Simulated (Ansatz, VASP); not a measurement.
## GaP: VASP beside Ansatz

```
CELL_PARAMETERS angstrom
0.00000 2.69565 2.69565
2.69565 0.00000 2.69565
2.69565 2.69565 0.00000
ATOMIC_POSITIONS crystal
Ga 0.00000 0.00000 0.00000
P 0.75000 0.75000 0.75000
```

Alike in both runs: functional LDA; k mesh 8 × 8 × 8; occupations gaussian, width 0.02 eV; no spin polarisation.

Ansatz relaxed the structure, and its values are those at the end. VASP's run is a single point on that final structure, the one shown.

```csv
,VASP,Ansatz
version,VASP 6.6.1,Ansatz 0.2.0
potentials or method,"VASP PAW LDA potentials, release 64 (Ga_d, P), cutoff 520 eV","scalar-relativistic, plane waves, PAW"
valence electrons in the cell,18,18
```

```csv
,VASP,Ansatz,Ansatz less VASP
gap on the k mesh at the Fermi level (eV),1.43,1.43,+0.001
least direct gap on the mesh (eV),1.91,1.88,-0.029
pressure (GPa),0.1,0.0,-0.08
```

LDA's correlation is that of Perdew and Zunger in VASP and of Perdew and Wang (1992) in Ansatz.
